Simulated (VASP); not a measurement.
# MgO (Fm-3m) in VASP: single point with PBE

Aim: the single point of MgO with PBE.

All numbers are computed with VASP 6.6.1; they aren't measurements. Logs are shortened: lines on timing, memory, paths and dates and some standing lists are left out, and cuts for length are marked.

**Experimental background.**

From “Electronic structure of alkaline earth and post-transition metal oxides”, 2009, arxiv:0908.1581, for a bulk crystal of MgO: band gap 7.83 eV.

The results are compared with them further down.

**1. The cell of the first run**

It takes space group Fm-3m (No. 225, cubic). The conventional cell has a = 4.255 Å, b = 4.255 Å, c = 4.255 Å, α = 90.00°, β = 90.00°, γ = 90.00°. Within 2.8 Å of Mg (site symmetry m-3m) lie 6 O at 2.13 Å. O (site symmetry m-3m) has 6 Mg at 2.13 Å within 2.8 Å.

**2. Single point, PBE (9.63 Å³/atom)**

Input file INCAR:

```
SYSTEM = MgO
  PREC = Accurate
  ENCUT = 840
  EDIFF = 1E-6
  ISMEAR = 0
  SIGMA = 0.05
  LREAL = .False.
  LASPH = .True.
  NELM = 120
  ALGO = Normal
  ISIF = 2
  LWAVE = .False.
  LCHARG = .True.
  GGA = PE
  LELF = .True.
  LVHAR = .True.
  NBANDS = 15
  GGA_COMPAT = .False.
```

Input file KPOINTS:

```
regular mesh
0
Gamma
  8 8 8
  0 0 0
```

Input file POSCAR:

```
MgO
1.0
    0.0000000000      2.1274969947      2.1274969947
    2.1274969947      0.0000000000      2.1274969947
    2.1274969947      2.1274969947      0.0000000000
Mg O
1 1
Direct
    0.0000000000      0.0000000000      0.0000000000
    0.5000000000      0.5000000000      0.5000000000
```

Potentials or basis: VASP PAW PBE potentials, release 64 (Mg_sv, O).

The run is started by

```sh
cat potpaw_PBE.64/Mg_sv/POTCAR potpaw_PBE.64/O/POTCAR > POTCAR
mpirun -np 1 vasp_std > vasp.out
```

OUTCAR:

```text
SYSTEM = MgO
   PREC = Accurate
   ENCUT = 840
   EDIFF = 1E-6
   ISMEAR = 0
   LREAL = .False.
   LASPH = .True.
   NELM = 120
   ISIF = 2
   GGA = PE

 ion  position               nearest neighbor table
   1  0.000  0.000  0.000-   2 2.13   2 2.13   2 2.13   2 2.13   2 2.13   2 2.13
   2  0.500  0.500  0.500-   1 2.13   1 2.13   1 2.13   1 2.13   1 2.13   1 2.13

  LATTYP: Found a face centered cubic cell.
 ALAT       =     4.2549939894

  Lattice vectors:

 A1 = (   0.0000000000,   2.1274969947,   2.1274969947)
 A2 = (   2.1274969947,   0.0000000000,   2.1274969947)
 A3 = (   2.1274969947,   2.1274969947,   0.0000000000)

Analysis of symmetry for initial positions (statically):
=====================================================================
 Subroutine PRICEL returns:
 Original cell was already a primitive cell.

 Routine SETGRP: Setting up the symmetry group for a
 face centered cubic supercell.

 Subroutine GETGRP returns: Found 48 space group operations
 (whereof 48 operations were pure point group operations)
 out of a pool of 48 trial point group operations.

The static configuration has the point symmetry O_h .

Analysis of symmetry for dynamics (positions and initial velocities):
=====================================================================
 Subroutine PRICEL returns:
 Original cell was already a primitive cell.

 Routine SETGRP: Setting up the symmetry group for a
 face centered cubic supercell.

 Subroutine GETGRP returns: Found 48 space group operations
 (whereof 48 operations were pure point group operations)
 out of a pool of 48 trial point group operations.

The dynamic configuration has the point symmetry O_h .

 Subroutine INISYM returns: Found 48 space group operations
 (whereof 48 operations are pure point group operations),
 and found     1 'primitive' translations

----------------------------------------------------------------------------------------

                                     Primitive cell

  volume of cell :      19.2591

  direct lattice vectors                    reciprocal lattice vectors
     0.000000000  2.127496995  2.127496995    -0.235017958  0.235017958  0.235017958
     2.127496995  0.000000000  2.127496995     0.235017958 -0.235017958  0.235017958
     2.127496995  2.127496995  0.000000000     0.235017958  0.235017958 -0.235017958

  length of vectors
     3.008735104  3.008735104  3.008735104     0.407063044  0.407063044  0.407063044

  position of ions in fractional coordinates (direct lattice)
     0.000000000  0.000000000  0.000000000
     0.500000000  0.500000000  0.500000000

  ion indices of the primitive-cell ions
   primitive index   ion index
                 1           1
                 2           2

----------------------------------------------------------------------------------------

 KPOINTS: regular mesh

Automatic generation of k-mesh.
 Grid dimensions read from file:
 generate k-points for:    8    8    8

 Generating k-lattice:

  Cartesian coordinates                     Fractional coordinates (reciprocal lattice)
    -0.029377245  0.029377245  0.029377245     0.125000000  0.000000000  0.000000000
     0.029377245 -0.029377245  0.029377245     0.000000000  0.125000000  0.000000000
     0.029377245  0.029377245 -0.029377245     0.000000000  0.000000000  0.125000000

  Length of vectors
     0.050882881  0.050882881  0.050882881

  Shift w.r.t. Gamma in fractional coordinates (k-lattice)
     0.000000000  0.000000000  0.000000000

 Subroutine IBZKPT returns following result:
 ===========================================

 Found     29 irreducible k-points:

 Following reciprocal coordinates:
            Coordinates               Weight
  0.000000  0.000000  0.000000      1.000000
  0.125000  0.000000  0.000000      8.000000
  0.250000  0.000000  0.000000      8.000000
  0.375000  0.000000  0.000000      8.000000
  0.500000  0.000000  0.000000      4.000000
  0.125000  0.125000  0.000000      6.000000
[... 16 lines left out ...]
  0.500000  0.250000  0.125000     48.000000
 -0.375000  0.250000  0.125000     24.000000
 [... further k-points ...]
   k-points           NKPTS =     29   k-points in BZ     NKDIM =     29   number of bands    NBANDS=     15
   number of dos      NEDOS =    301   number of ions     NIONS =      2
   total plane-waves  NPLWV =  21952
   dimension x,y,z NGX =    28 NGY =   28 NGZ =   28
   dimension x,y,z NGXF=    56 NGYF=   56 NGZF=   56
   ions per type =               1   1
   NGX,Y,Z   is equivalent  to a cutoff of  15.47, 15.47, 15.47 a.u.
   NGXF,Y,Z  is equivalent  to a cutoff of  30.94, 30.94, 30.94 a.u.
 SYSTEM =  MgO
   PREC   = accura    normal or accurate (medium, high low for compatibility)
   ISTART =      0    job   : 0-new  1-cont  2-samecut
   ICHARG =      2    charge: 1-file 2-atom 10-const
   ISPIN  =      1    spin polarized calculation?
   LNONCOLLINEAR =      F non collinear calculations
   LSORBIT =      F    spin-orbit coupling
   LASPH  =      T    aspherical Exc in radial PAW
   ENCUT  =  840.0 eV  61.74 Ry    7.86 a.u.   7.11  7.11  7.11*2*pi/ulx,y,z
   NELM   =    120;   NELMIN=  2; NELMDL= -5     # of ELM steps
   EDIFF  = 0.1E-05   stopping-criterion for ELM
   LREAL  =      F    real-space projection
   EDIFFG = 0.1E-04   stopping-criterion for IOM
   NSW    =      0    number of steps for IOM
   IBRION =     -1    ionic relax: 0-MD 1-quasi-New 2-CG
   NFREE  =      0    steps in history (QN), initial steepest desc. (CG)
   ISIF   =      2    stress and relaxation
   ISYM   =      2    0-nonsym 1-usesym 2-fastsym
   POTIM  = 0.5000    time-step for ionic-motion
   TEBEG  =    0.0;   TEEND  =   0.0 temperature during run
   PSTRESS=    0.0 pullay stress
   NELECT =      16.0000    total number of electrons
   NUPDOWN=      -1.0000    fix difference up-down
   EMIN   =  10.00;   EMAX   =-10.00  energy-range for DOS
   EFERMI =   0.00;   METHOD = LEGACY
   ISMEAR =     0;   SIGMA  =   0.05  broadening in eV -4-tet -1-fermi 0-gaus
   EFERMI_NEDOS =   21; number of points for ismear=-14 and -15
   IALGO  =     38    algorithm
   IMIX   =      4    mixing-type and parameters
     AMIX     =   0.40;   BMIX     =  1.00
     AMIX_MAG =   1.60;   BMIX_MAG =  1.00
  volume/ion in A,a.u.               =       9.63        64.98
  Fermi-wavevector in a.u.,A,eV,Ry     =   1.538990  2.908270 32.225277  2.368491
  Thomas-Fermi vector in A             =   2.645281
   LORBIT       =      0    0 simple, 1 ext, 2 COOP (PROOUT), +10 PAW based schemes
   GGA     = PE    functional components
   LHFCALC =     F    Hartree Fock is set to
   AEXX    =    0.0000 exact exchange contribution
   IVDW    =     0    specifies the selected vdW correction
   LEPSILON=     F    determine dielectric tensor
   LRPA    =     F    only Hartree local field effects (RPA)
 non-spin polarized calculation
 Gauss-broadening in eV      SIGMA  =   0.05
  energy-cutoff  :      840.00
  volume of cell :       19.26
 maximum number of plane-waves:      1090
   NGX = 15   NGY = 15   NGZ = 15

 number of electron      15.9999997 magnetization

 Free energy of the ion-electron system (eV)
  ---------------------------------------------------
  ext. energy  EPLUGINS =         0.00000000
  ---------------------------------------------------
  free energy    TOTEN  =       -11.88484256 eV

  energy without entropy =      -11.88484256  energy(sigma->0) =      -11.88484256

 E-fermi :   2.9351     XC(G=0): -11.2389

 val. band max:        2.7003937229   @ k =   0.0000   0.0000   0.0000
 cond. band min:       7.1505424349   @ k =   0.0000   0.0000   0.0000
 fundamental gap:      4.4501487120
 Fermi energy:         2.9350786623

 k-point     1 :       0.0000    0.0000    0.0000
  band No.  band energies     occupation
      1     -69.6745      2.00000
      2     -36.4028      2.00000
      3     -36.4028      2.00000
      4     -36.4028      2.00000
      5     -14.3962      2.00000
      6       2.7004      2.00000
      7       2.7004      2.00000
      8       2.7004      2.00000
      9       7.1505      0.00000
     10      18.3331      0.00000
     11      18.3331      0.00000
     12      18.3331      0.00000
     13      22.1663      0.00000
     14      23.9130      0.00000
     15      23.9130      0.00000

 k-point     2 :       0.1250    0.0000    0.0000
  band No.  band energies     occupation
      1     -69.6733      2.00000
      2     -36.4140      2.00000
      3     -36.4039      2.00000
      4     -36.4039      2.00000
      5     -14.2376      2.00000
      6       1.7592      2.00000
      7       2.6025      2.00000
      8       2.6025      2.00000
      9       8.0672      0.00000
     10      16.6636      0.00000
     11      18.6743      0.00000
     12      18.6743      0.00000
     13      22.9075      0.00000
     14      22.9075      0.00000
     15      24.2345      0.00000

 k-point     3 :       0.2500    0.0000    0.0000
  band No.  band energies     occupation
      1     -69.6708      2.00000
      2     -36.4412      2.00000
      3     -36.4067      2.00000
      4     -36.4067      2.00000
      5     -13.8277      2.00000
      6       0.1031      2.00000
      7       2.3764      2.00000
      8       2.3764      2.00000
      9       9.5250      0.00000
     10      15.0878      0.00000
     11      19.1140      0.00000
     12      19.1140      0.00000
     13      22.5189      0.00000
     14      22.5189      0.00000
     15      24.2498      0.00000

 k-point     4 :       0.3750    0.0000    0.0000
  band No.  band energies     occupation
      1     -69.6681      2.00000
      2     -36.4681      2.00000
      3     -36.4095      2.00000
      4     -36.4095      2.00000
      5     -13.3695      2.00000
      6      -1.2513      2.00000
      7       2.1633      2.00000
      8       2.1633      2.00000
      9      10.2923      0.00000
     10      14.7967      0.00000
     11      18.8996      0.00000
     12      18.8996      0.00000
     13      23.4905      0.00000
     14      23.8061      0.00000
     15      23.8061      0.00000
[... 307 lines left out ...]
 k-point    22 :       0.3750    0.2500    0.1250
  band No.  band energies     occupation
      1     -69.6688      2.00000
      2     -36.4466      2.00000
      3     -36.4203      2.00000
      4     -36.4109      2.00000
      5     -13.5420      2.00000
      6      -0.2388      2.00000
      7       1.5955      2.00000
      8       2.1127      2.00000
      9      10.9026      0.00000
     10      14.0646      0.00000
     11      17.4713      0.00000
     12      19.9116      0.00000
     13      20.5382      0.00000
     14      24.7932      0.00000
     15      28.0439      0.00000

 k-point    23 :       0.5000    0.2500    0.1250
  band No.  band energies     occupation
      1     -69.6667      2.00000
      2     -36.4609      2.00000
      3     -36.4275      2.00000
      4     -36.4148      2.00000
      5     -13.1875      2.00000
      6      -0.8948      2.00000
      7       1.0419      2.00000
      8       1.8700      2.00000
      9      11.9464      0.00000
     10      14.1475      0.00000
     11      16.3191      0.00000
     12      19.4970      0.00000
     13      22.0635      0.00000
     14      24.7243      0.00000
     15      28.2614      0.00000

 k-point    24 :      -0.3750    0.2500    0.1250
  band No.  band energies     occupation
      1     -69.6659      2.00000
      2     -36.4671      2.00000
      3     -36.4294      2.00000
      4     -36.4171      2.00000
      5     -13.0309      2.00000
      6      -1.1710      2.00000
      7       0.8414      2.00000
      8       1.7547      2.00000
      9      12.1650      0.00000
     10      14.6134      0.00000
     11      15.9036      0.00000
     12      19.2508      0.00000
     13      22.8795      0.00000
     14      24.3884      0.00000
     15      28.4083      0.00000

 [... further k-points ...]

------------------------ aborting loop because EDIFF is reached ----------------------------------------

  FORCE on cell =-STRESS in cart. coord.  units (eV):
  Direction    XX          YY          ZZ          XY          YZ          ZX
  --------------------------------------------------------------------------------------
  -------------------------------------------------------------------------------------
  Total       -0.0099073     -0.0099073     -0.0099073      0.0000000      0.0000000     -0.0000000
  in kB       -0.8241928     -0.8241928     -0.8241928      0.0000000      0.0000000     -0.0000000
  external PRESSURE =      -0.8241928 kB  Pullay stress =       0.0000000 kB

 VOLUME and BASIS-vectors are now :
 -----------------------------------------------------------------------------
  energy-cutoff  :      840.00
  volume of cell :       19.26
      direct lattice vectors                 reciprocal lattice vectors
     0.000000000  2.127496995  2.127496995    -0.235017958  0.235017958  0.235017958
     2.127496995  0.000000000  2.127496995     0.235017958 -0.235017958  0.235017958
     2.127496995  2.127496995  0.000000000     0.235017958  0.235017958 -0.235017958

 POSITION                                       TOTAL-FORCE (eV/Angst)
 -----------------------------------------------------------------------------------
      0.00000      0.00000      0.00000        -0.000000      0.000000      0.000000
      2.12750      2.12750      2.12750         0.000000     -0.000000     -0.000000
 -----------------------------------------------------------------------------------
    total drift:                                0.000000      0.000000      0.000000

  FREE ENERGIE OF THE ION-ELECTRON SYSTEM (eV)
  ---------------------------------------------------
  free  energy   TOTEN  =       -11.8848425591 eV

  energy  without entropy=      -11.8848425591  energy(sigma->0) =      -11.88484256
```

Wall time 12 s (1 thread of AMD EPYC 7R13 (Zen 3), shared host); peak memory 0.13 GiB.

Results:

* Free energy: -11.8848 eV
* Pressure: -0.1 GPa
* Band gap on the k mesh: 4.45 eV

**3. Against experiment**

Step 2. A measured gap of MgO is 7.83 eV (quoted in “Electronic structure of alkaline earth and post-transition metal oxides”, 2009, arxiv:0908.1581); the calculated 4.45 eV misses it by -3.38 eV. The value is that of PBE, without temperature or zero-point motion. Semilocal functionals fall short of measured gaps as a rule.
